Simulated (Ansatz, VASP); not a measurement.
# One calculation of AlSn, two programs

INCAR

```
  AGGAC = 1.0
  AGGAX = 1.0
  ALDAC = 0.0
  ALDAX = 1.0
  ALGO = Normal
  EDIFF = 1E-6
  ENCUT = 520
  GGA = B5
  ISIF = 2
  ISMEAR = -1
  LASPH = True
  LCHARG = False
  LREAL = False
  LWAVE = False
  NBANDS = 16
  NELM = 80
  PREC = Accurate
  SIGMA = 0.05
```

Contents of KPOINTS:

```
k-points
0
Gamma
  7 7 8
```

File POSCAR:

```
AlSn
1.0
    4.1981056157      0.0000000000      0.0000000000
   -2.0990528078      3.6356661109      0.0000000000
    0.0000000000      0.0000000000      3.3068470000
Sn Al
1 1
Direct
    0.3333333333      0.6666666667      0.5000000000
    0.0000000000      0.0000000000      0.0000000000
```

The input input.yaml:

```yaml
crystal:
  lattice:
    - [4.1981056157, 0.0, 0.0]
    - [-2.0990528078, 3.6356661109, 0.0]
    - [0.0, 0.0, 3.306847]
  atoms:
    - { symbol: Sn, position: [0.3333333333, 0.6666666667, 0.5] }
    - { symbol: Al, position: [0.0, 0.0, 0.0] }
hamiltonian:
  xc: blyp
  pseudopotentials: { kind: paw }
kpoints:
  mp_grid: { grid: [7, 7, 8] }
  band_path:
    path:
      - [[0.0, 0.0, 0.0], [0.5, 0.0, 0.0], [0.3333333333, 0.3333333333, 0.0], [0.0, 0.0, 0.0], [0.0, 0.0, 0.5], [0.5, 0.0, 0.5], [0.3333333333, 0.3333333333, 0.5], [0.0, 0.0, 0.5]]
      - [[0.5, 0.0, 0.5], [0.5, 0.0, 0.0]]
      - [[0.3333333333, 0.3333333333, 0.0], [0.3333333333, 0.3333333333, 0.5]]
    npoints: 14
scf:
  occupations: { method: fermi_dirac, width: 0.05 }
  n_extra_bands: 6
output:
  forces: true
  stress: true
  eigenvalues: true
  fatbands: false
```

Alike in both runs: functional BLYP; k mesh 7 × 7 × 8; occupations fermi-dirac, width 0.05 eV; no spin polarisation.

|  | VASP | Ansatz |
| --- | --- | --- |
| version | VASP 6.6.1 | Ansatz 0.2.0 |
| potentials or method | VASP PAW PBE potentials, release 64 (Sn_d, Al) | Ansatz PAW |
| plane-wave cutoff (eV) | 520 | 420 |
| valence electrons in the cell | 17 | 17 |
| task | single point | band structure |

```csv
,VASP,Ansatz,Ansatz less VASP
gap on the k mesh at the Fermi level (eV),none,none,-
pressure (GPa),3.7,3.7,-0.03
"traceless stress, the component that is largest in VASP (GPa)",0.41,0.41,-0.006
```

VASP's potentials were made for PBE, not for BLYP. A gap of «none» marks a metal or a gap that the smearing closes.
